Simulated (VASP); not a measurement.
BiTe: single point with PBEsol

BiTe:

```
Bi Te
1.0
     0.00000    3.19715    3.19715
     3.19715    0.00000    3.19715
     3.19715    3.19715    0.00000
Bi Te
1 1
Direct
  0.00000 0.00000 0.00000
  0.50000 0.50000 0.50000
```

- Program: VASP 6.6.1
- Task: single point
- Functional: PBEsol
- Potentials or basis: VASP PAW PBE potentials, release 64 (Bi_d, Te)
- Cutoff: 520 eV
- k mesh: 12 × 12 × 12
- Occupations: gaussian, width 0.1 eV
- Spin: no spin polarisation

The pressure is 0.0 GPa.

Levels at points of the mesh, in eV from the Fermi level:
| k point | band 7 | band 8 | band 9 | band 10 | band 11 | band 12 | band 13 | band 14 |
| --- | --- | --- | --- | --- | --- | --- | --- | --- |
| (0.00, 0.00, 0.00) | -7.99 | -2.61 | -2.61 | -2.61 | 2.24 | 2.24 | 2.24 | 4.60 |
| (0.50, 0.00, 0.00) | -11.37 | -1.96 | -1.96 | -1.58 | -0.86 | -0.67 | -0.67 | 7.34 |
| (0.50, 0.50, 0.00) | -9.95 | -5.90 | -4.16 | -4.16 | 2.06 | 3.78 | 3.78 | 5.24 |

Run time: 27 s on 1 thread of Intel(R) Xeon(R) 6975P-C (Granite Rapids), on a shared host, peak memory 0.24 GiB.

Caveat: the PAW data sets were made with another functional, which shifts forces and pressure a little; spin-orbit coupling is left out, which moves the levels of the heavy elements.
